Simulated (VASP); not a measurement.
Here is a VASP 6.6.1 calculation.

File INCAR:

```
SYSTEM = NiPt
ALGO = Normal
EDIFF = 1E-6
ENCUT = 520
ISIF = 2
ISMEAR = -1
LASPH = .TRUE.
LCHARG = .TRUE.
LELF = .TRUE.
LREAL = .FALSE.
LVHAR = .TRUE.
LWAVE = .FALSE.
NBANDS = 17
NELM = 60
PREC = Accurate
SIGMA = 0.1
```

KPOINTS

```
k-points
0
G
  11 11 8
  0 0 0
```

Contents of POSCAR:

```
NiPt
1.0
    2.7099397941      0.0000000000      0.0000000000
    0.0000000000      2.7099397941      0.0000000000
    0.0000000000      0.0000000000      3.5783200000
Ni Pt
1 1
Direct
    0.5000000000      0.5000000000      0.5000000000
    0.0000000000      0.0000000000      0.0000000000
```

Potentials or basis: VASP PAW LDA potentials, release 64 (Ni, Pt).

Run with:

```bash
$ cat potpaw_LDA.64/Ni/POTCAR potpaw_LDA.64/Pt/POTCAR > POTCAR
$ mpirun -np 1 vasp_std > vasp.out
```

**Question.** Predict the pressure.

**Answer.** -12.5 GPa.

**Question.** Estimate the band gap on the k mesh.

**Answer.** Zero (bands 10 and 11 overlap by 1.60 eV).

Stress tensor (GPa, compression positive):
```
-12.76   0.00   0.00
  0.00 -12.76   0.00
  0.00   0.00 -12.01
```

Caveat: the cell stands under tension; spin-orbit coupling is left out, which moves the levels of the heavy elements. Spin polarisation is off, so any magnetic state and its effect on volume and gap are missing.
